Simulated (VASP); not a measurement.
# ZnS (P6_3mc) in VASP: a series of runs

ZnS is run at these levels: PBE; tasks: single point, relaxation of the atoms.

All numbers are computed with VASP 6.6.1; they aren't measurements. Logs are shortened: lines on timing, memory, paths and dates and some standing lists are left out, and cuts for length are marked.

## (1) The cell of the first run

It takes space group P6_3mc (No. 186, hexagonal). Conventional cell: a = 3.898 Å, b = 3.898 Å, c = 6.383 Å, α = 90.00°, β = 90.00°, γ = 120.00°. Zn (site symmetry 3m) has 4 S at 2.39 Å within 3.2 Å. Within 3.2 Å of S (site symmetry 3m) lie 4 Zn at 2.39 Å.

## (2) Single point, PBE (21.00 Å³/atom)

File INCAR:

```
SYSTEM = ZnS
  PREC = Accurate
  ENCUT = 520
  EDIFF = 1E-6
  ISMEAR = -1
  SIGMA = 0.02
  LREAL = .False.
  LASPH = .True.
  NELM = 80
  ALGO = Normal
  ISIF = 2
  LWAVE = .False.
  LCHARG = .False.
  GGA = PE
  NBANDS = 26
```

File KPOINTS:

```
Automatic mesh
0
Gamma
  13 13 7
  0 0 0
```

File POSCAR:

```
ZnS
1.0
    3.8976739362      0.0000000000      0.0000000000
   -1.9488369681      3.3754846445      0.0000000000
    0.0000000000      0.0000000000      6.3834899973
Zn S
2 2
Direct
    0.3333333333      0.6666666667      0.0000000000
    0.6666666667      0.3333333333      0.5000000000
    0.3333333333      0.6666666667      0.3748000000
    0.6666666667      0.3333333333      0.8748000000
```

Potentials or basis: VASP PAW PBE potentials, release 64 (Zn, S).

On the command line:

```bash
$ cat potpaw_PBE.64/Zn/POTCAR potpaw_PBE.64/S/POTCAR > POTCAR
$ mpirun -np 1 vasp_std > vasp.out
```

OUTCAR:

```text
SYSTEM = ZnS
   PREC = Accurate
   ENCUT = 520
   EDIFF = 1E-6
   ISMEAR = -1
   LREAL = .False.
   LASPH = .True.
   NELM = 80
   ISIF = 2
   GGA = PE

 ion  position               nearest neighbor table
   1  0.333  0.667  0.000-   4 2.39   4 2.39   4 2.39   3 2.39
   2  0.667  0.333  0.500-   3 2.39   3 2.39   3 2.39   4 2.39
   3  0.333  0.667  0.375-   2 2.39   2 2.39   2 2.39   1 2.39
   4  0.667  0.333  0.875-   1 2.39   1 2.39   1 2.39   2 2.39

  LATTYP: Found a hexagonal cell.
 ALAT       =     3.8976739362
 C/A-ratio  =     1.6377691161

  Lattice vectors:

 A1 = (   3.8976739362,   0.0000000000,   0.0000000000)
 A2 = (  -1.9488369681,   3.3754846445,   0.0000000000)
 A3 = (   0.0000000000,   0.0000000000,   6.3834899973)

Analysis of symmetry for initial positions (statically):
=====================================================================
 Subroutine PRICEL returns:
 Original cell was already a primitive cell.

 Routine SETGRP: Setting up the symmetry group for a
 hexagonal supercell.

 Subroutine GETGRP returns: Found 12 space group operations
 (whereof  6 operations were pure point group operations)
 out of a pool of 24 trial point group operations.

The static configuration has the point symmetry C_3v.
 The point group associated with its full space group is C_6v.

Analysis of symmetry for dynamics (positions and initial velocities):
=====================================================================
 Subroutine PRICEL returns:
 Original cell was already a primitive cell.

 Routine SETGRP: Setting up the symmetry group for a
 hexagonal supercell.

 Subroutine GETGRP returns: Found 12 space group operations
 (whereof  6 operations were pure point group operations)
 out of a pool of 24 trial point group operations.

The dynamic configuration has the point symmetry C_3v.
 The point group associated with its full space group is C_6v.

 Subroutine INISYM returns: Found 12 space group operations
 (whereof  6 operations are pure point group operations),
 and found     1 'primitive' translations

----------------------------------------------------------------------------------------

                                     Primitive cell

  volume of cell :      83.9846

  direct lattice vectors                    reciprocal lattice vectors
     3.897673936  0.000000000  0.000000000     0.256563278  0.148126877  0.000000000
    -1.948836968  3.375484645  0.000000000     0.000000000  0.296253755  0.000000000
     0.000000000  0.000000000  6.383489997     0.000000000  0.000000000  0.156654119
[... 89 lines left out ...]
   LREAL  =      F    real-space projection
   EDIFFG = 0.1E-04   stopping-criterion for IOM
   NSW    =      0    number of steps for IOM
   IBRION =     -1    ionic relax: 0-MD 1-quasi-New 2-CG
   NFREE  =      0    steps in history (QN), initial steepest desc. (CG)
   ISIF   =      2    stress and relaxation
   ISYM   =      2    0-nonsym 1-usesym 2-fastsym
   POTIM  = 0.5000    time-step for ionic-motion
   TEBEG  =    0.0;   TEEND  =   0.0 temperature during run
   PSTRESS=    0.0 pullay stress
   NELECT =      36.0000    total number of electrons
   NUPDOWN=      -1.0000    fix difference up-down
   EMIN   =  10.00;   EMAX   =-10.00  energy-range for DOS
   EFERMI =   0.00;   METHOD = LEGACY
   ISMEAR =    -1;   SIGMA  =   0.02  broadening in eV -4-tet -1-fermi 0-gaus
   EFERMI_NEDOS =   21; number of points for ismear=-14 and -15
   IALGO  =     38    algorithm
   IMIX   =      4    mixing-type and parameters
     AMIX     =   0.40;   BMIX     =  1.00
     AMIX_MAG =   1.60;   BMIX_MAG =  1.00
  volume/ion in A,a.u.               =      21.00       141.69
  Fermi-wavevector in a.u.,A,eV,Ry     =   1.234362  2.332605 20.730496  1.523648
  Thomas-Fermi vector in A             =   2.369055
   LORBIT       =      0    0 simple, 1 ext, 2 COOP (PROOUT), +10 PAW based schemes
   GGA     = PE    functional components
   LHFCALC =     F    Hartree Fock is set to
   AEXX    =    0.0000 exact exchange contribution
   IVDW    =     0    specifies the selected vdW correction
   LEPSILON=     F    determine dielectric tensor
   LRPA    =     F    only Hartree local field effects (RPA)
 non-spin polarized calculation
  energy-cutoff  :      520.00
  volume of cell :       83.98
 maximum number of plane-waves:      2280
 NGX is ok and might be reduce to    30
   NGX = 15   NGY = 15   NGZ = 23

 number of electron      36.0000019 magnetization

 Free energy of the ion-electron system (eV)
  ---------------------------------------------------
  ext. energy  EPLUGINS =         0.00000000
  ---------------------------------------------------
  free energy    TOTEN  =       -13.67094956 eV

  energy without entropy =      -13.67094956  energy(sigma->0) =      -13.67094956

 E-fermi :   1.9343     XC(G=0):  -9.3336

 val. band max:        1.5626716102   @ k =   0.0000   0.0000   0.0000
 cond. band min:       3.4731671903   @ k =   0.0000   0.0000   0.0000
 fundamental gap:      1.9104955801
 Fermi energy:         1.9342895346

 k-point     1 :       0.0000    0.0000    0.0000
  band No.  band energies     occupation
      1     -11.1849      2.00000
      2     -10.3626      2.00000
      3      -4.5529      2.00000
      4      -4.5433      2.00000
      5      -4.5433      2.00000
      6      -4.4714      2.00000
[... 685 lines left out ...]
     25       9.7267      0.00000
     26       9.9203      0.00000

 [... further k-points ...]

------------------------ aborting loop because EDIFF is reached ----------------------------------------

  FORCE on cell =-STRESS in cart. coord.  units (eV):
  Direction    XX          YY          ZZ          XY          YZ          ZX
  --------------------------------------------------------------------------------------
  -------------------------------------------------------------------------------------
  Total       -1.2582341     -1.2582341     -1.2217869      0.0000000      0.0000000     -0.0000000
  in kB      -24.0033690    -24.0033690    -23.3080653      0.0000000      0.0000000     -0.0000000
  external PRESSURE =     -23.7716011 kB  Pullay stress =       0.0000000 kB

 VOLUME and BASIS-vectors are now :
 -----------------------------------------------------------------------------
  energy-cutoff  :      520.00
  volume of cell :       83.98
      direct lattice vectors                 reciprocal lattice vectors
     3.897673936  0.000000000  0.000000000     0.256563278  0.148126877  0.000000000
    -1.948836968  3.375484645  0.000000000     0.000000000  0.296253755  0.000000000
     0.000000000  0.000000000  6.383489997     0.000000000  0.000000000  0.156654119

 POSITION                                       TOTAL-FORCE (eV/Angst)
 -----------------------------------------------------------------------------------
     -0.00000      2.25032      0.00000        -0.000000     -0.000000     -0.004419
      1.94884      1.12516      3.19174         0.000000      0.000000     -0.004419
     -0.00000      2.25032      2.39253         0.000000      0.000000      0.004419
      1.94884      1.12516      5.58428        -0.000000     -0.000000      0.004419
 -----------------------------------------------------------------------------------
    total drift:                               -0.000000     -0.000000     -0.000207

  FREE ENERGIE OF THE ION-ELECTRON SYSTEM (eV)
  ---------------------------------------------------
  free  energy   TOTEN  =       -13.6709495552 eV

  energy  without entropy=      -13.6709495552  energy(sigma->0) =      -13.67094956
```

It took 81 s on 1 thread of AMD EPYC 9R45 (Zen 5), shared host; peak memory 0.26 GiB.

What came out:

| Item | Value |
| --- | --- |
| Free energy | -13.6709 eV |
| Pressure | -2.4 GPa |
| Largest force | 0.004 eV/Å |
| Band gap on the k mesh | 1.91 eV |

Forces on the atoms (eV/Å):
```
Zn   0.000  0.000 -0.004
Zn   0.000  0.000 -0.004
S    0.000  0.000  0.004
S    0.000  0.000  0.004
```

Levels at points of the mesh, in eV from the valence-band top:
| k point | band 16 | band 17 | band 18 | band 19 | band 20 | band 21 |
| --- | --- | --- | --- | --- | --- | --- |
| (0.00, 0.00, 0.00) | -0.06 | 0.00 | 0.00 | 1.91 | 2.97 | 6.34 |

A k mesh can miss the band edges.

## (3) Relaxation of the atoms, PBE (z stretched by +2 %)

File INCAR:

```
ALGO     = Normal         # electronic algorithm
EDIFF    = 1E-6           # SCF threshold, eV
EDIFFG   = -0.02          # ionic threshold
ENCUT    = 520            # plane-wave cutoff, eV
GGA      = PE             # functional
IBRION   = 2              # ionic algorithm
ISIF     = 2              # what is computed and relaxed
ISMEAR   = -1             # smearing method
KPAR     = 4            
LASPH    = T              # aspherical terms in the spheres
LCHARG   = F              # write CHGCAR
LREAL    = F              # projectors in reciprocal space
LWAVE    = F              # write WAVECAR
NELM     = 80             # most SCF steps
NSW      = 80             # ionic steps
PREC     = Accurate       # precision mode
SIGMA    = 0.02           # smearing width, eV
```

File KPOINTS:

```
k-points
0
Gamma
  13 13 7
```

File POSCAR:

```
ZnS
1.0
    3.8227000000      0.0000000000      0.0000000000
   -1.9113500000      3.3105553110      0.0000000000
    0.0000000000      0.0000000000      6.3859140000
Zn S
2 2
Direct
    0.3333333333      0.6666666667      0.0000000000
    0.6666666667      0.3333333333      0.5000000000
    0.3333333333      0.6666666667      0.3748000000
    0.6666666667      0.3333333333      0.8748000000
```

Potentials or basis: VASP PAW PBE potentials, release 64 (Zn, S).

On the command line:

```bash
$ cat potpaw_PBE.64/Zn/POTCAR potpaw_PBE.64/S/POTCAR > POTCAR
$ mpirun -np 4 vasp_std > vasp.out
```

Wall time 2 min (4 MPI ranks of Oxide Virtual Turin-like, shared host); peak memory 0.25 GiB.

The run converged. Its results:

- Free energy: -13.6886 eV
- Energy gained by relaxing: 0.6 meV/atom
- Ionic steps: 3
- Pressure after relaxing: 0.1 GPa
- Largest force after relaxing: 0.003 eV/Å
- Band gap on the k mesh: 2.02 eV

Forces on the atoms (eV/Å):
```
Zn   0.000  0.000 -0.003
Zn   0.000  0.000 -0.003
S    0.000  0.000  0.003
S    0.000  0.000  0.003
```

Stress tensor (GPa, compression positive):
```
 0.64  0.00  0.00
 0.00  0.64  0.00
 0.00  0.00 -1.11
```

Step by step:
```
step  energy change (eV)  largest force (eV/Å)  pressure (GPa)
   1              0.0000                0.1043            0.10
   2             -0.0016                0.0563            0.08
   3             -0.0022                0.0030            0.05
```

Final structure:
```cif
data_structure
_symmetry_space_group_name_H-M 'P 1'
_symmetry_Int_Tables_number 1
_cell_length_a 3.8227
_cell_length_b 3.8227
_cell_length_c 6.3859
_cell_angle_alpha 90.000
_cell_angle_beta 90.000
_cell_angle_gamma 120.000
_cell_volume 80.82
loop_
_atom_site_label
_atom_site_type_symbol
_atom_site_fract_x
_atom_site_fract_y
_atom_site_fract_z
_atom_site_occupancy
Zn1 Zn 0.33333 0.66667 0.00171 1
Zn2 Zn 0.66667 0.33333 0.50171 1
S1 S 0.33333 0.66667 0.37309 1
S2 S 0.66667 0.33333 0.87309 1
```

Levels at points of the mesh, in eV from the valence-band top:
| k point | band 16 | band 17 | band 18 | band 19 | band 20 | band 21 |
| --- | --- | --- | --- | --- | --- | --- |
| (0.00, 0.00, 0.00) | -0.17 | 0.00 | 0.00 | 2.02 | 3.18 | 6.39 |

Caveat: the cell differs from its parent crystal (z stretched by +2 %).
